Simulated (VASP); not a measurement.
Input of a VASP 6.6.1 run:

INCAR

```
ALGO = Normal
EDIFF = 1E-6
ENCUT = 530
GGA = CA
GGA_COMPAT = False
ISIF = 2
ISMEAR = 0
LASPH = True
LCHARG = False
LREAL = False
LWAVE = False
NBANDS = 14
NELM = 120
PREC = Accurate
SIGMA = 0.15
```

File KPOINTS:

```
k-points
0
Gamma
  22 22 22
```

POSCAR

```
Rh
1.0
    0.0000000000      1.9015500000      1.9015500000
    1.8445035000      0.0000000000      1.9015500000
    1.8445035000      1.9015500000      0.0000000000
Rh
1
Direct
    0.0000000000      0.0000000000      0.0000000000
```

Potentials or basis: VASP PAW LDA potentials, release 64 (Rh_sv_GW).

Command:

```sh
$ cat potpaw_LDA.64/Rh_sv_GW/POTCAR > POTCAR
$ mpirun -np 1 vasp_std > vasp.out
```

**Question.** What does it give for the pressure?

**Answer.** -4.5 GPa.

Stress tensor (GPa, compression positive):
```
 0.81  0.00  0.00
 0.00 -7.13  0.00
 0.00  0.00 -7.13
```

Caveat: the cell differs from its parent crystal (strain -0.0300 x Voigt [1, 0, 0, 0, 0, 0]).
